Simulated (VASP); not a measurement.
## MgI2: single point with PBE

Crystal: MgI2.

```
Mg I
1.0
     4.21957    0.00000    0.00000
    -2.10979    3.65426    0.00000
     0.00000    0.00000    6.97643
Mg I
1 2
Direct
  0.00000 0.00000 0.00000
  0.33333 0.66667 0.23702
  0.66667 0.33333 0.76298
```

This cell differs from its parent crystal: strain +1.5%.

```yaml
Program: VASP 6.6.1
Task: single point
Functional: PBE
Potentials_or_basis: VASP PAW PBE potentials, release 64 (Mg, I)
Cutoff: 520 eV
k_mesh: 12 × 12 × 4
Occupations: fermi-dirac, width 0.02 eV
Spin: no spin polarisation
```

The pressure is 0.3 GPa and the band gap on the k mesh is 3.49 eV (least direct gap 3.55 eV).

Forces in eV/Å, atoms in the order of the input:
```
Mg   0.000  0.000  0.000
I    0.000  0.000 -0.002
I    0.000  0.000  0.002
```

Stress tensor (GPa, compression positive):
```
0.03 0.00 0.00
0.00 0.03 0.00
0.00 0.00 0.75
```

Levels at points of the mesh, in eV from the valence-band top:
```
           k point  band 5  band 6  band 7  band 8  band 9  band 10  band 11  band 12
(0.00, 0.00, 0.00)   -0.50   -0.14   -0.14    0.00    3.55     4.70     6.56     6.56
(0.50, 0.00, 0.00)   -1.70   -1.37   -0.81   -0.47    3.57     5.32     5.63     6.95
(0.00, 0.00, 0.50)   -0.42   -0.42   -0.22   -0.22    4.42     4.76     6.41     6.41
(0.50, 0.00, 0.50)   -1.24   -1.08   -0.73   -0.66    3.50     5.27     5.78     6.16
```

Wall time 77 s on 1 thread of Intel(R) Xeon(R) Platinum 8259CL CPU @ 2.50GHz (Skylake/Cascade Lake), on a shared host, peak memory 0.3 GiB.

Caveat: the cell differs from its parent crystal (strain +1.5%); spin-orbit coupling is left out, which moves the levels of the heavy elements; this functional lacks dispersion, which binds layers or chains, so the pressure and a relaxed spacing across them are unreliable. A k mesh can miss the band edges.
